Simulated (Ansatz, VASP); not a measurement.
## One calculation of RbBr, two programs

POSCAR

```
RbBr
1.0
    0.0000000000      3.8694968646      3.8694968646
    3.8694968646      0.0000000000      3.8694968646
    3.8694968646      3.8694968646      0.0000000000
Rb Br
1 1
Direct
    0.0000000000      0.0000000000      0.0000000000
    0.2500000000      0.2500000000      0.2500000000
```

INCAR.step1

```
PREC     = Accurate       # precision mode
ENCUT    = 520            # plane-wave cutoff, eV
EDIFF    = 1E-5           # SCF threshold, eV
ISMEAR   = 0              # smearing method
SIGMA    = 0.01           # smearing width, eV
LREAL    = F              # projectors in reciprocal space
LASPH    = T              # aspherical terms in the spheres
NELM     = 80             # most SCF steps
ALGO     = Normal         # electronic algorithm
ISIF     = 2              # what is computed and relaxed
LWAVE    = T              # write WAVECAR
LCHARG   = F              # write CHGCAR
NBANDS   = 15             # bands
GGA      = PE             # functional
```

File INCAR.step2:

```
PREC     = Accurate       # precision mode
ENCUT    = 520            # plane-wave cutoff, eV
EDIFF    = 1E-6           # SCF threshold, eV
ISMEAR   = 0              # smearing method
SIGMA    = 0.01           # smearing width, eV
LREAL    = F              # projectors in reciprocal space
LASPH    = T              # aspherical terms in the spheres
NELM     = 80             # most SCF steps
ALGO     = Normal         # electronic algorithm
ISIF     = 2              # what is computed and relaxed
LWAVE    = F              # write WAVECAR
LCHARG   = F              # write CHGCAR
GGA      = PE             # functional
LHFCALC  = T              # exact exchange
AEXX     = 0.5            # exact-exchange fraction
HFSCREEN = 0.3            # screening, 1/A
PRECFOCK = Normal       
NBANDS   = 15             # bands
ISTART   = 1
```

The input KPOINTS:

```
Automatic mesh
0
Gamma
  4 4 4
```

Input for Ansatz:

```yaml
crystal:
  lattice:
    - [0.0, 3.8694968646, 3.8694968646]
    - [3.8694968646, 0.0, 3.8694968646]
    - [3.8694968646, 3.8694968646, 0.0]
  atoms:
    - { symbol: Rb, position: [0.0, 0.0, 0.0] }
    - { symbol: Br, position: [0.25, 0.25, 0.25] }
kpoints:
  mp_grid: { grid: [4, 4, 4] }
hamiltonian:
  xc: { exchange: pbe, correlation: pbe, exx: { coeff: 0.5, omega: 0.3 } }
scf:
  occupations: { method: fixed }
  n_extra_bands: 4
output:
  forces: true
  stress: true
  eigenvalues: true
```

Alike in both runs: task single point; functional PBE-based screened hybrid with a share of 0.5 of exact exchange and HFSCREEN = 0.3; k mesh 4 × 4 × 4; no spin polarisation.

|  | VASP | Ansatz |
| --- | --- | --- |
| version | VASP 6.6.1 | Ansatz 0.2.0 |
| potentials or method | VASP PAW PBE potentials, release 64 (Rb_sv, Br) | plane waves |
| plane-wave cutoff (eV) | 520 | 420 |
| occupations | gaussian, width 0.01 eV | fixed |
| valence electrons in the cell | 16 | 16 |

|  | VASP | Ansatz | Ansatz less VASP |
| --- | --- | --- | --- |
| gap on the k mesh at the Fermi level (eV) | 5.85 | 5.85 | -0.005 |
| pressure (GPa) | 0.0 | 0.0 | 0.00 |

VASP's potentials were made for PBE, not for PBE-based screened hybrid. Ansatz's warnings: stress exchange threshold loose, stress scf threshold loose.
